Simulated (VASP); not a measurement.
Pt4C, 5 atoms in the cell. The cell holds a slab with vacuum, 5 atoms: a = 2.770 Å, b = 3.918 Å, c = 21.097 Å, α = 90.00°, β = 90.00°, γ = 90.00°. 

* Program: VASP 6.6.1
* Task: single point
* Functional: PBEsol
* Potentials or basis: VASP PAW PBE potentials, release 64 (Pt, C)
* Cutoff: 520 eV
* k mesh: 10 × 7 × 1
* Occupations: gaussian, width 0.1 eV
* Spin: collinear spin
* Starting moments: [0.0, 0.0, 0.0, 0.0, 2.0] μB
* Dipole correction: yes
* Further INCAR settings: ALGO = Normal; EDIFF = 1e-06; NBANDS = 34; NELMDL = -8

Potentials or basis: VASP PAW PBE potentials, release 64 (Pt, C).

Command:

```console
$ cat potpaw_PBE.64/Pt/POTCAR potpaw_PBE.64/C/POTCAR > POTCAR
$ mpirun -np 1 vasp_std > vasp.out
```

Hardware: 1 thread of Intel(R) Xeon(R) Platinum 8259CL CPU @ 2.50GHz (Skylake/Cascade Lake) (shared host).

Task: Estimate the wall time of this run.

Result: Run time: 13 min on 1 thread of Intel(R) Xeon(R) Platinum 8259CL CPU @ 2.50GHz (Skylake/Cascade Lake), with other jobs on the host, peak memory 0.57 GiB. Counts: scf iterations 41, k points 24.
